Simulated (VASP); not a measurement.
# GaCuSe2 (I-42d) in VASP: further runs, part 2 of 2

VASP 6.6.1.

## 3. Single point, PBE (23.33 Å³/atom)

This run uses another cell than the first one, of 23.33 Å³/atom.

Input file INCAR:

```
SYSTEM = GaCuSe2
PREC     = Accurate       ! precision mode
ENCUT    = 520            ! plane-wave cutoff, eV
EDIFF    = 1E-7           ! SCF threshold, eV
ISMEAR   = 0              ! smearing method
SIGMA    = 0.01           ! smearing width, eV
LREAL    = .FALSE.        ! projectors in reciprocal space
LASPH    = .TRUE.         ! aspherical terms in the spheres
NELM     = 60             ! most SCF steps
ALGO     = Normal         ! electronic algorithm
ISIF     = 2              ! what is computed and relaxed
LWAVE    = .FALSE.        ! write WAVECAR
LCHARG   = .TRUE.         ! write CHGCAR
GGA      = PE             ! functional
LELF     = .TRUE.         ! ELF
LVHAR    = .TRUE.       
NBANDS   = 46             ! bands
```

Input file KPOINTS:

```
regular mesh
0
G
  6 6 6
  0 0 0
```

Input file POSCAR:

```
GaCuSe2
1.0
   -2.8644200102      2.8644200102      5.6857140302
    2.8644200102     -2.8644200102      5.6857140302
    2.8644200102      2.8644200102     -5.6857140302
Ga Cu Se
2 2 4
Direct
    0.5000000000      0.5000000000      0.0000000000
    0.2500000000      0.7500000000      0.5000000000
    0.0000000000      0.0000000000      0.0000000000
    0.7500000000      0.2500000000      0.5000000000
    0.3750000000      0.3687906305      0.4937906305
    0.6312093695      0.1250000000      1.0062093695
    0.8750000000      0.8812093695      0.5062093695
    0.1187906305      0.6250000000     -0.0062093695
```

Potentials or basis: VASP PAW PBE potentials, release 64 (Ga_d, Cu, Se).

Command:

```
$ cat potpaw_PBE.64/Ga_d/POTCAR potpaw_PBE.64/Cu/POTCAR potpaw_PBE.64/Se/POTCAR > POTCAR
$ mpirun -np 1 vasp_std > vasp.out
```

Run time: 13 min. Hardware: 1 thread of Oxide Virtual Turin-like, shared host; peak memory 0.51 GiB.

The run converged. Its results:

```
Free energy            : -31.1051 eV
Pressure               : -1.5 GPa
Largest force          : 0.036 eV/Å
Band gap on the k mesh : 0.09 eV
```

Forces on the atoms (eV/Å):
```
Ga   0.000  0.000  0.000
Ga   0.000  0.000  0.000
Cu   0.000  0.000  0.000
Cu   0.000  0.000  0.000
Se   0.036  0.000  0.000
Se   0.000 -0.036  0.000
Se  -0.036  0.000  0.000
Se   0.000  0.036  0.000
```

Levels at points of the mesh, in eV from the valence-band top:
```tsv
k point	band 32	band 33	band 34	band 35	band 36	band 37	band 38	band 39	band 40	band 41
(0.00, 0.00, 0.00)	-1.42	-1.34	-0.01	0.00	0.00	0.09	2.12	2.15	3.98	3.98
(0.50, 0.00, 0.00)	-1.22	-1.14	-1.00	-0.93	-0.41	1.95	2.35	3.24	4.03	4.20
(0.50, 0.50, 0.00)	-1.15	-0.68	-0.68	-0.35	-0.35	1.01	1.01	3.34	3.34	4.70
(0.50, 0.50, 0.50)	-1.13	-1.00	-1.00	-0.72	-0.72	1.73	1.73	2.11	2.11	2.98
```

## 4. Single point, PBE (24.00 Å³/atom)

This run uses another cell than the first one, of 24.00 Å³/atom.

Input file INCAR:

```
SYSTEM = GaCuSe2
PREC = Accurate
ENCUT = 520
EDIFF = 1E-6
ISMEAR = 0
SIGMA = 0.01
LREAL = .FALSE.
LASPH = .TRUE.
NELM = 60
ALGO = Normal
ISIF = 2
LWAVE = .FALSE.
LCHARG = .FALSE.
GGA = PE
NBANDS = 46
```

KPOINTS is that of step 3.

POSCAR, as its differences from that of step 3:

```diff
@@ -2,5 +2,5 @@
 1.0
-   -2.8644200102      2.8644200102      5.6857140302
-    2.8644200102     -2.8644200102      5.6857140302
-    2.8644200102      2.8644200102     -5.6857140302
+   -2.8919642000      2.8919642000      5.7403877114
+    2.8919642000     -2.8919642000      5.7403877114
+    2.8919642000      2.8919642000     -5.7403877114
 Ga Cu Se
```

Command:

```
$ cat potpaw_PBE.64/Ga_d/POTCAR potpaw_PBE.64/Cu/POTCAR potpaw_PBE.64/Se/POTCAR > POTCAR
$ mpirun -np 1 vasp_std > vasp.out
```

It took 12 min on 1 thread of Oxide Virtual Turin-like, shared host; peak memory 0.5 GiB.

Results (log left out):

* Free energy: -31.0301 eV
* Pressure: -2.9 GPa
* Largest force: 0.059 eV/Å
* Band gap on the k mesh: 0.09 eV

Forces on the atoms (eV/Å):
```
Ga   0.000  0.000  0.000
Ga   0.000  0.000  0.000
Cu   0.000  0.000  0.000
Cu   0.000  0.000  0.000
Se   0.059  0.000  0.000
Se   0.000 -0.059  0.000
Se  -0.059  0.000  0.000
Se   0.000  0.059  0.000
```

Levels at points of the mesh, in eV from the valence-band top:
```
           k point  band 34  band 35  band 36  band 37  band 38  band 39
(0.00, 0.00, 0.00)    -0.11     0.00     0.00     0.09     2.09     2.16
(0.50, 0.00, 0.00)    -0.94    -0.88    -0.38     1.84     2.25     3.22
(0.50, 0.50, 0.00)    -0.65    -0.32    -0.32     0.94     0.94     3.28
(0.50, 0.50, 0.50)    -0.94    -0.67    -0.67     1.67     1.67     2.15
```

## 5. Single point, r2SCAN (20.51 Å³/atom)

This run uses another cell than the first one, of 20.51 Å³/atom.

Input file POSCAR:

```
GaCuSe2
1.0
   -2.7468864859      2.7468864859      5.4359969074
    2.7468864859     -2.7468864859      5.4359969074
    2.7468864859      2.7468864859     -5.4359969074
Ga Cu Se
2 2 4
Direct
    0.5000000000      0.5000000000      0.0000000000
    0.2500000000      0.7500000000      0.5000000000
    0.0000000000      0.0000000000      0.0000000000
    0.7500000000      0.2500000000      0.5000000000
    0.3750000000      0.3713580581      0.4963580581
    0.6286419419      0.1250000000      1.0036419419
    0.8750000000      0.8786419419      0.5036419419
    0.1213580581      0.6250000000     -0.0036419419
```

Input file INCAR.step1:

```
ALGO = Normal ; EDIFF = 1E-4
ENCUT = 520 ; GGA = PE
ISMEAR = 0 ; LASPH = T
LCHARG = F ; LREAL = F
LWAVE = T ; NBANDS = 46
NELM = 60 ; PREC = Accurate
SIGMA = 0.01
```

Input file INCAR.step2:

```
ALGO = Normal ; EDIFF = 1E-6
ENCUT = 520 ; ISIF = 2
ISMEAR = 0 ; ISTART = 1
LASPH = T ; LCHARG = F
LMIXTAU = T ; LREAL = F
LWAVE = F ; METAGGA = R2SCAN
NBANDS = 46 ; NELM = 60
PREC = Accurate ; SIGMA = 0.01
```

Input file KPOINTS:

```
k-points
0
Gamma
  6 6 6
```

Potentials or basis: VASP PAW PBE potentials, release 64 (Ga_d, Cu, Se).

Command:

```
$ cat potpaw_PBE.64/Ga_d/POTCAR potpaw_PBE.64/Cu/POTCAR potpaw_PBE.64/Se/POTCAR > POTCAR
$ cp INCAR.step1 INCAR
$ mpirun -np 1 vasp_std > vasp.out
$ cp INCAR.step2 INCAR
$ mpirun -np 1 vasp_std > vasp.out
```

OUTCAR:

```text
EDIFF = 1E-6
   ENCUT = 520
   ISIF = 2
   ISMEAR = 0
   ISTART = 1
   LASPH = T
   LREAL = F
   METAGGA = R2SCAN
   NELM = 60
   PREC = Accurate

 ion  position               nearest neighbor table
   1  0.500  0.500  0.000-   8 2.38   6 2.38   7 2.38   5 2.38
   2  0.250  0.750  0.500-   5 2.38   6 2.38   7 2.38   8 2.38
   3  0.000  0.000  0.000-   5 2.36   6 2.36   7 2.36   8 2.36
   4  0.750  0.250  0.500-   5 2.36   6 2.36   7 2.36   8 2.36
   5  0.375  0.371  0.496-   3 2.36   4 2.36   2 2.38   1 2.38
   6  0.629  0.125  0.004-   3 2.36   4 2.36   1 2.38   2 2.38
   7  0.875  0.879  0.504-   3 2.36   4 2.36   2 2.38   1 2.38
[... 1392 lines left out ...]
  Total        5.2562846      5.2562846      5.2111027      0.0000000      0.0000000      0.0000000
  in kB       51.3297131     51.3297131     50.8884940      0.0000000      0.0000000      0.0000000
  external PRESSURE =      51.1826400 kB  Pullay stress =       0.0000000 kB

 VOLUME and BASIS-vectors are now :
 -----------------------------------------------------------------------------
  energy-cutoff  :      520.00
  volume of cell :      164.07
      direct lattice vectors                 reciprocal lattice vectors
    -2.746886486  2.746886486  5.435996907     0.000000000  0.182024267  0.091979449
     2.746886486 -2.746886486  5.435996907     0.182024267  0.000000000  0.091979449
     2.746886486  2.746886486 -5.435996907     0.182024267  0.182024267  0.000000000

 POSITION                                       TOTAL-FORCE (eV/Angst)
 -----------------------------------------------------------------------------------
      0.00000      0.00000      5.43600         0.000000      0.000000      0.000000
      2.74689     -0.00000      2.71800         0.000000     -0.000000      0.000000
      0.00000      0.00000      0.00000         0.000000      0.000000     -0.000000
     -0.00000      2.74689      2.71800         0.000000     -0.000000     -0.000000
      1.35344      1.37344      1.35900        -0.103260     -0.000000     -0.000000
     -1.37344      1.39345      4.07700         0.000000      0.103260     -0.000000
      1.39345      1.37344      6.79500         0.103260      0.000000     -0.000000
      4.12033      1.35344     -1.35900         0.000000     -0.103260     -0.000000
 -----------------------------------------------------------------------------------
    total drift:                                0.000113      0.000113     -0.000324

  FREE ENERGIE OF THE ION-ELECTRON SYSTEM (eV)
  ---------------------------------------------------
  free  energy   TOTEN  =      -106.2389897926 eV

  energy  without entropy=     -106.2389897926  energy(sigma->0) =     -106.23898979
```

Wall time 29 min (1 thread of Oxide Virtual Turin-like, shared host); peak memory 0.47 GiB.

What came out:

- Free energy: -106.2390 eV
- Pressure: 5.1 GPa
- Largest force: 0.103 eV/Å
- Band gap on the k mesh: 0.88 eV

Forces on the atoms (eV/Å):
```
Ga   0.000  0.000  0.000
Ga   0.000  0.000  0.000
Cu   0.000  0.000  0.000
Cu   0.000  0.000  0.000
Se  -0.103  0.000  0.000
Se   0.000  0.103  0.000
Se   0.103  0.000  0.000
Se   0.000 -0.103  0.000
```

Levels at points of the mesh, in eV from the valence-band top:
```csv
k point,band 33,band 34,band 35,band 36,band 37,band 38,band 39,band 40
"(0.00, 0.00, 0.00)",-1.74,-0.11,-0.11,0.00,0.88,2.07,2.54,4.31
"(0.50, 0.00, 0.00)",-1.48,-1.36,-1.26,-0.64,2.69,3.01,3.53,4.59
"(0.50, 0.50, 0.00)",-0.90,-0.90,-0.56,-0.56,1.60,1.60,3.83,3.83
"(0.50, 0.50, 0.50)",-1.38,-1.38,-1.04,-1.04,2.10,2.10,2.11,2.11
```

Caveat: the cell stands under pressure; the PAW data sets were made with another functional, which shifts forces and pressure a little. r2SCAN opens gaps a little over a GGA but as a rule still falls short of measured ones.

## 6. The runs side by side

| level | cell | gap on the mesh (eV) | pressure (GPa) | largest force (eV/Å) |
| --- | --- | --- | --- | --- |
| r2SCAN | a = 6.954 Å, angles 131.4, 131.4, 71.1°, 8 atoms, atomic positions A | 0.29 | -3.5 | 0.08 |
| PBE | a = 6.981 Å, angles 131.6, 131.6, 70.9°, 8 atoms, atomic positions B | 0.09 | -1.5 | 0.04 |
| PBE | a = 7.048 Å, angles 131.6, 131.6, 70.9°, 8 atoms, atomic positions B | 0.09 | -2.9 | 0.06 |
| r2SCAN | a = 6.681 Å, angles 131.4, 131.4, 71.1°, 8 atoms, atomic positions A | 0.88 | 5.1 | 0.10 |

Alike in all rows: task single point; potentials or basis VASP PAW PBE potentials, release 64 (Ga_d, Cu, Se); no spin polarisation; k mesh 6 × 6 × 6; cutoff (eV) 520; smearing gaussian 0.01 eV.

Caveats: the PAW data sets were made with another functional, which shifts forces and pressure a little (at least some runs); the cell stands under tension (at least some runs); the cell stands under pressure (at least some runs).

Absolute energies hang on the potentials; compare differences alone.
